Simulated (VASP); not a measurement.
Crystal: AlN.

```
CELL_PARAMETERS angstrom
3.12989 0.00000 0.00000
-1.56494 2.71056 0.00000
0.00000 0.00000 4.61560
ATOMIC_POSITIONS crystal
Al 0.33333 0.66667 0.00173
Al 0.66667 0.33333 0.50173
N 0.33333 0.66667 0.38327
N 0.66667 0.33333 0.88327
```

```yaml
Program: VASP 6.6.1
Task: relaxation of the atoms
Functional: PBE
Potentials_or_basis: VASP PAW PBE potentials, release 64 (Al, N)
Cutoff: 520 eV
k_mesh: 9 × 9 × 6
Occupations: gaussian, width 0.05 eV
Spin: no spin polarisation
```

At the start: pressure 20.1 GPa; volume 9.79 Å³/atom.

**Question.** How do energy, volume and symmetry change on relaxing?

**Answer.** Over 3 steps the energy falls by 42.7 meV/atom; space group P6_3mc (No. 186, to 0.1 Å) before and after.

Step by step:
```tsv
step	energy change (eV)	largest force (eV/Å)	pressure (GPa)
1	0.0000	1.8301	20.07
2	-0.1185	0.6605	15.29
3	-0.1709	0.0072	16.31
```

Final structure:
```
Al N
1.0
     3.12989    0.00000    0.00000
    -1.56494    2.71056    0.00000
     0.00000    0.00000    4.61560
Al N
2 2
Direct
  0.33333 0.66667 0.99045
  0.66667 0.33333 0.49045
  0.33333 0.66667 0.39455
  0.66667 0.33333 0.89455
```
